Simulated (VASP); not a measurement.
## Al3Ag: single point with LDA

Crystal: Al3Ag.

```
CELL_PARAMETERS angstrom
3.91125 0.00000 0.00000
0.00000 3.91125 0.00000
0.00000 0.00000 3.91125
ATOMIC_POSITIONS crystal
Al 0.00000 0.50000 0.50000
Al 0.50000 0.00000 0.50000
Al 0.50000 0.50000 0.00000
Ag 0.00000 0.00000 0.00000
```

```yaml
Program: VASP 6.6.1
Task: single point
Functional: LDA
Potentials_or_basis: VASP PAW LDA potentials, release 64 (Al, Ag)
Cutoff: 520 eV
k_mesh: 6 × 6 × 6
Occupations: methfessel-paxton, width 0.15 eV
Spin: no spin polarisation
Dipole_correction: no
Further_INCAR_settings: ALGO = Normal; EDIFF = 1e-07; NBANDS = 18
```

The pressure is 7.4 GPa and the band gap on the k mesh is zero (band 10 reaches 11.81 eV, above the bottom of band 11 at 7.44 eV).

Levels at points of the mesh, in eV from the Fermi level:
| k point | band 8 | band 9 | band 10 | band 11 | band 12 | band 13 |
| --- | --- | --- | --- | --- | --- | --- |
| (0.00, 0.00, 0.00) | -2.70 | -2.70 | -0.50 | 0.70 | 0.70 | 5.62 |
| (0.50, 0.00, 0.00) | 0.02 | 0.02 | 0.40 | 0.40 | 0.54 | 1.24 |
| (0.50, 0.50, 0.00) | -4.79 | -4.43 | 0.96 | 3.25 | 3.25 | 3.26 |
| (0.50, 0.50, 0.50) | -4.28 | -4.28 | -2.39 | -2.21 | -2.21 | -2.21 |

It took 22 s on 1 thread of Intel(R) Xeon(R) Platinum 8375C CPU @ 2.90GHz (Ice Lake), on a shared host, peak memory 0.15 GiB.
